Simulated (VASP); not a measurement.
# ClH in VASP: single point with PBE

Aim: the single point of ClH with PBE.

All numbers are computed with VASP 6.6.1; they aren't measurements. Logs are shortened: lines on timing, memory, paths and dates and some standing lists are left out, and cuts for length are marked.

## 1. The cell of the first run

The cell holds a molecule in a box, 2 atoms: a = 15.000 Å, b = 15.500 Å, c = 16.000 Å, α = 90.00°, β = 90.00°, γ = 90.00°.

## 2. Single point, PBE

Input file INCAR:

```
SYSTEM = HCl
PREC     = Accurate       ! precision mode
ENCUT    = 1000           ! plane-wave cutoff, eV
EDIFF    = 1E-6           ! SCF threshold, eV
ISMEAR   = 0              ! smearing method
SIGMA    = 0.005          ! smearing width, eV
LREAL    = .False.        ! projectors in reciprocal space
LASPH    = .True.         ! aspherical terms in the spheres
NELM     = 120            ! most SCF steps
ALGO     = Normal         ! electronic algorithm
ISIF     = 2              ! what is computed and relaxed
LWAVE    = .False.        ! write WAVECAR
LCHARG   = .False.        ! write CHGCAR
GGA      = PE             ! functional
ISYM     = 0            
NBANDS   = 11             ! bands
GGA_COMPAT= .False.      
NELMDL   = -8
```

Input file KPOINTS:

```
regular mesh
0
Gamma
  1 1 1
  0 0 0
```

Input file POSCAR:

```
HCl
1.0
   15.0000000000      0.0000000000      0.0000000000
    0.0000000000     15.5000000000      0.0000000000
    0.0000000000      0.0000000000     16.0000000000
Cl H
1 1
Direct
    0.4631272920      0.4989921834      0.4793614285
    0.5368727080      0.5010078166      0.5206385715
```

Potentials or basis: VASP PAW PBE potentials, release 64 (Cl, H_h).

The run is started by

```
$ cat potpaw_PBE.64/Cl/POTCAR potpaw_PBE.64/H_h/POTCAR > POTCAR
$ mpirun -np 1 vasp_gam > vasp.out
```

OUTCAR:

```text
SYSTEM = HCl
   PREC = Accurate
   ENCUT = 1000
   EDIFF = 1E-6
   ISMEAR = 0
   LREAL = .False.
   LASPH = .True.
   NELM = 120
   ISIF = 2
   GGA = PE
   ISYM = 0
   NELMDL = -8

 ion  position               nearest neighbor table
   1  0.463  0.499  0.479-   2 1.29
   2  0.537  0.501  0.521-   1 1.29

IMPORTANT INFORMATION: All symmetrisations will be switched off!
NOSYMM: (Re-)initialisation of all symmetry stuff for point group C_1.

----------------------------------------------------------------------------------------

                                     Primitive cell

  volume of cell :    3720.0000

  direct lattice vectors                    reciprocal lattice vectors
    15.000000000  0.000000000  0.000000000     0.066666667  0.000000000  0.000000000
     0.000000000 15.500000000  0.000000000     0.000000000  0.064516129  0.000000000
     0.000000000  0.000000000 16.000000000     0.000000000  0.000000000  0.062500000

  length of vectors
    15.000000000 15.500000000 16.000000000     0.066666667  0.064516129  0.062500000

  position of ions in fractional coordinates (direct lattice)
     0.463127292  0.498992183  0.479361428
     0.536872708  0.501007817  0.520638572

  ion indices of the primitive-cell ions
   primitive index   ion index
                 1           1
                 2           2

----------------------------------------------------------------------------------------

 KPOINTS: regular mesh

Automatic generation of k-mesh.
 Grid dimensions read from file:
 generate k-points for:    1    1    1

 Generating k-lattice:

  Cartesian coordinates                     Fractional coordinates (reciprocal lattice)
     0.066666667  0.000000000  0.000000000     1.000000000  0.000000000  0.000000000
     0.000000000  0.064516129  0.000000000     0.000000000  1.000000000  0.000000000
     0.000000000  0.000000000  0.062500000     0.000000000  0.000000000  1.000000000

  Length of vectors
     0.066666667  0.064516129  0.062500000

  Shift w.r.t. Gamma in fractional coordinates (k-lattice)
     0.000000000  0.000000000  0.000000000

 Subroutine IBZKPT returns following result:
 ===========================================

 Found      1 irreducible k-points:

 Following reciprocal coordinates:
            Coordinates               Weight
  0.000000  0.000000  0.000000      1.000000
   k-points           NKPTS =      1   k-points in BZ     NKDIM =      1   number of bands    NBANDS=     11
   number of dos      NEDOS =    301   number of ions     NIONS =      2
   total plane-waves  NPLWV = ******
   dimension x,y,z NGX =   160 NGY =  160 NGZ =  168
   dimension x,y,z NGXF=   320 NGYF=  320 NGZF=  336
   ions per type =               1   1
   NGX,Y,Z   is equivalent  to a cutoff of  17.73, 17.16, 17.46 a.u.
   NGXF,Y,Z  is equivalent  to a cutoff of  35.47, 34.32, 34.91 a.u.
 SYSTEM =  HCl
   PREC   = accura    normal or accurate (medium, high low for compatibility)
   ISTART =      0    job   : 0-new  1-cont  2-samecut
   ICHARG =      2    charge: 1-file 2-atom 10-const
   ISPIN  =      1    spin polarized calculation?
   LNONCOLLINEAR =      F non collinear calculations
   LSORBIT =      F    spin-orbit coupling
   LASPH  =      T    aspherical Exc in radial PAW
   ENCUT  = 1000.0 eV  73.50 Ry    8.57 a.u.  38.68 39.97 41.25*2*pi/ulx,y,z
   NELM   =    120;   NELMIN=  2; NELMDL= -8     # of ELM steps
   EDIFF  = 0.1E-05   stopping-criterion for ELM
   LREAL  =      F    real-space projection
   EDIFFG = 0.1E-04   stopping-criterion for IOM
   NSW    =      0    number of steps for IOM
   IBRION =     -1    ionic relax: 0-MD 1-quasi-New 2-CG
   NFREE  =      0    steps in history (QN), initial steepest desc. (CG)
   ISIF   =      2    stress and relaxation
   ISYM   =      0    0-nonsym 1-usesym 2-fastsym
   POTIM  = 0.5000    time-step for ionic-motion
   TEBEG  =    0.0;   TEEND  =   0.0 temperature during run
   PSTRESS=    0.0 pullay stress
   NELECT =       8.0000    total number of electrons
   NUPDOWN=      -1.0000    fix difference up-down
   EMIN   =  10.00;   EMAX   =-10.00  energy-range for DOS
   EFERMI =   0.00;   METHOD = LEGACY
   ISMEAR =     0;   SIGMA  =   0.01  broadening in eV -4-tet -1-fermi 0-gaus
   EFERMI_NEDOS =   21; number of points for ismear=-14 and -15
   IALGO  =     38    algorithm
   IMIX   =      4    mixing-type and parameters
     AMIX     =   0.40;   BMIX     =  1.00
     AMIX_MAG =   1.60;   BMIX_MAG =  1.00
  volume/ion in A,a.u.               =    1860.00     12551.90
  Fermi-wavevector in a.u.,A,eV,Ry     =   0.211312  0.399321  0.607537  0.044653
  Thomas-Fermi vector in A             =   0.980203
   LORBIT       =      0    0 simple, 1 ext, 2 COOP (PROOUT), +10 PAW based schemes
   GGA     = PE    functional components
   LHFCALC =     F    Hartree Fock is set to
   AEXX    =    0.0000 exact exchange contribution
   IVDW    =     0    specifies the selected vdW correction
   LEPSILON=     F    determine dielectric tensor
   LRPA    =     F    only Hartree local field effects (RPA)
 non-spin polarized calculation
 Gauss-broadening in eV      SIGMA  =   0.01
  energy-cutoff  :     1000.00
  volume of cell :     3720.00
 maximum number of plane-waves:    133573
 NGX is ok and might be reduce to   160
   NGX = 77   NGY = 79   NGZ = 83

 number of electron       8.0000000 magnetization

 Free energy of the ion-electron system (eV)
  ---------------------------------------------------
  ext. energy  EPLUGINS =         0.00000000
  ---------------------------------------------------
  free energy    TOTEN  =        -6.10541700 eV

  energy without entropy =       -6.10541700  energy(sigma->0) =       -6.10541700

 E-fermi :  -7.9342     XC(G=0):  -0.2119

 val. band max:       -7.9742243335   @ k =   0.0000   0.0000   0.0000
 cond. band min:      -1.1242280310   @ k =   0.0000   0.0000   0.0000
 fundamental gap:      6.8499963024
 Fermi energy:        -7.9342216634

 k-point     1 :       0.0000    0.0000    0.0000
  band No.  band energies     occupation
      1     -21.1274      2.00000
      2     -11.6846      2.00000
      3      -7.9743      2.00000
      4      -7.9742      2.00000
      5      -1.1242      0.00000
      6       0.0188      0.00000
      7       0.4432      0.00000
      8       0.4984      0.00000
      9       0.5042      0.00000
     10       0.5430      0.00000
     11       0.5987      0.00000

------------------------ aborting loop because EDIFF is reached ----------------------------------------

  FORCE on cell =-STRESS in cart. coord.  units (eV):
  Direction    XX          YY          ZZ          XY          YZ          ZX
  --------------------------------------------------------------------------------------
  -------------------------------------------------------------------------------------
  Total       -0.1332695     -0.0058829     -0.0513038     -0.0035433     -0.0021209     -0.0751928
  in kB       -0.0573982     -0.0025337     -0.0220962     -0.0015261     -0.0009134     -0.0323850
  external PRESSURE =      -0.0273427 kB  Pullay stress =       0.0000000 kB

 VOLUME and BASIS-vectors are now :
 -----------------------------------------------------------------------------
  energy-cutoff  :     1000.00
  volume of cell :     3720.00
      direct lattice vectors                 reciprocal lattice vectors
    15.000000000  0.000000000  0.000000000     0.066666667  0.000000000  0.000000000
     0.000000000 15.500000000  0.000000000     0.000000000  0.064516129  0.000000000
     0.000000000  0.000000000 16.000000000     0.000000000  0.000000000  0.062500000

 POSITION                                       TOTAL-FORCE (eV/Angst)
 -----------------------------------------------------------------------------------
      6.94691      7.73438      7.66978         0.114156      0.003195      0.068111
      8.05309      7.76562      8.33022        -0.114156     -0.003195     -0.068111
 -----------------------------------------------------------------------------------
    total drift:                                0.000076     -0.000002     -0.000004

  FREE ENERGIE OF THE ION-ELECTRON SYSTEM (eV)
  ---------------------------------------------------
  free  energy   TOTEN  =        -6.1054169954 eV

  energy  without entropy=       -6.1054169954  energy(sigma->0) =       -6.10541700
```

Run time: 12 min. Hardware: 1 thread of Intel Xeon Platinum 8259CL at 2.50GHz (Skylake/Cascade Lake), shared host; peak memory 5.4 GiB.

Results:

```yaml
Free_energy: -6.1054 eV
Largest_force: 0.133 eV/Å
Gap_between_the_frontier_levels: 6.85 eV
```

Forces in eV/Å, atoms in the order of the input:
```
Cl   0.114  0.003  0.068
H   -0.114 -0.003 -0.068
```
